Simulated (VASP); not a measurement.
# TaN: single point with PBEsol

Crystal: TaN.

```
CELL_PARAMETERS angstrom
2.90862 0.00000 0.00000
-1.45431 2.51894 0.00000
0.00000 0.00000 2.88300
ATOMIC_POSITIONS crystal
Ta 0.00000 0.00000 0.50000
N 0.66667 0.33333 0.00000
```

```yaml
Program: VASP 6.6.1
Task: single point
Functional: PBEsol
Potentials_or_basis: VASP PAW PBE potentials, release 64 (Ta_pv, N)
Cutoff: 520 eV
k_mesh: 9 × 9 × 8
Occupations: fermi-dirac, width 0.05 eV
Spin: no spin polarisation
```

```yaml
Pressure: 2.9 GPa
Band_gap_on_the_k_mesh: zero (band 8 reaches 8.47 eV, above the bottom of band 9 at 8.18 eV)
```

Stress tensor (GPa, compression positive):
```
 4.79  0.00  0.00
 0.00  4.79  0.00
 0.00  0.00 -0.80
```

Levels at points of the mesh, in eV from the Fermi level:
```csv
k point,band 4,band 5,band 6,band 7,band 8,band 9,band 10,band 11,band 12,band 13
"(0.00, 0.00, 0.00)",-17.96,-4.65,-4.65,-4.43,-3.07,2.37,3.55,3.55,4.00,4.00
"(0.00, 0.00, 0.50)",-15.18,-9.60,-3.81,-3.81,-0.20,-0.20,2.27,3.35,3.35,8.29
```

Wall time 9.1 s on 1 thread of Intel(R) Xeon(R) Platinum 8488C (Sapphire Rapids), on a shared host, peak memory 0.15 GiB.

Caveat: the PAW data sets were made with another functional, which shifts forces and pressure a little; spin-orbit coupling is left out, which moves the levels of the heavy elements.
